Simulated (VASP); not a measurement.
Input of a VASP 6.6.1 run:

The input INCAR:

```
  PREC = Accurate
  ENCUT = 600
  EDIFF = 1E-7
  ISMEAR = -1
  SIGMA = 0.08
  LREAL = F
  LASPH = T
  NELM = 120
  ALGO = Normal
  ISIF = 3
  LWAVE = F
  LCHARG = F
  IBRION = 2
  NSW = 60
  EDIFFG = -0.005
  GGA_COMPAT = F
  NELMIN = 4
```

File KPOINTS:

```
regular mesh
0
Gamma
  8 8 11
```

File POSCAR:

```
SiO2
1.0
    4.4964431302      0.0000000000      0.0000000000
    0.0000000000      4.4964431302      0.0000000000
    0.0000000000      0.0000000000      2.9676524660
Si O
2 4
Direct
    0.0000000000      0.0000000000      0.0000000000
    0.5000000000      0.5000000000      0.5000000000
    0.3050000000      0.3050000000      0.0000000000
    0.6950000000      0.6950000000      0.0000000000
    0.8050000000      0.1950000000      0.5000000000
    0.1950000000      0.8050000000      0.5000000000
```

Potentials or basis: VASP PAW LDA potentials, release 64 (Si, O).

The run is started by

```sh
$ cat potpaw_LDA.64/Si/POTCAR potpaw_LDA.64/O/POTCAR > POTCAR
$ mpirun -np 1 vasp_std > vasp.out
```

Q: Predict the relaxed volume.

A: 7.67 Å³/atom.

Q: What does it give for the band gap on the k mesh?

A: 5.78 eV.

Q: Predict the relaxed cell.

A: a = 4.154 Å, b = 4.154 Å, c = 2.666 Å, α = 90.00°, β = 90.00°, γ = 90.00°.

Final structure:
```
CELL_PARAMETERS angstrom
4.15409 0.00000 0.00000
0.00000 4.15409 0.00000
0.00000 0.00000 2.66644
ATOMIC_POSITIONS crystal
Si 0.00000 0.00000 0.00000
Si 0.50000 0.50000 0.50000
O 0.30540 0.30540 0.00000
O 0.69460 0.69460 0.00000
O 0.80540 0.19460 0.50000
O 0.19460 0.80540 0.50000
```

Caveat: the volume moved by over 15 % at a fixed basis, so the end points are rough. A k mesh can miss the band edges.
